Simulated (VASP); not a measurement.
A run of VASP 6.6.1 is set up as follows.

The input INCAR:

```
SYSTEM = GdSi3
PREC = Accurate
ENCUT = 520
EDIFF = 1E-6
ISMEAR = 0
SIGMA = 0.05
LREAL = .FALSE.
LASPH = .TRUE.
NELM = 150
ALGO = Normal
ISIF = 2
LWAVE = .FALSE.
LCHARG = .FALSE.
ISPIN = 2
MAGMOM = 0.5 0 0 0
LORBIT = 11
LMAXMIX = 6
GGA = PE
NBANDS = 27
```

The input KPOINTS:

```
regular mesh
0
G
  8 8 8
  0 0 0
```

Contents of POSCAR:

```
GdSi3
1.0
    4.1427870203      0.0000000000      0.0000000000
    0.0000000000      4.1427870203      0.0000000000
    0.0000000000      0.0000000000      4.1427870203
Gd Si
1 3
Direct
    0.0000000000      0.0000000000      0.0000000000
    0.0000000000      0.5000000000      0.5000000000
    0.5000000000      0.5000000000      0.0000000000
    0.5000000000      0.0000000000      0.5000000000
```

Potentials or basis: VASP PAW PBE potentials, release 64 (Gd, Si).

Run with:

```bash
$ cat potpaw_PBE.64/Gd/POTCAR potpaw_PBE.64/Si/POTCAR > POTCAR
$ mpirun -np 1 vasp_std > vasp.out
```

(1) Predict the net moment.

(2) What does it give for the site moments?

Results:

(1) 6.65 μB per cell.

(2) Gd +6.66; Si -0.03 μB.
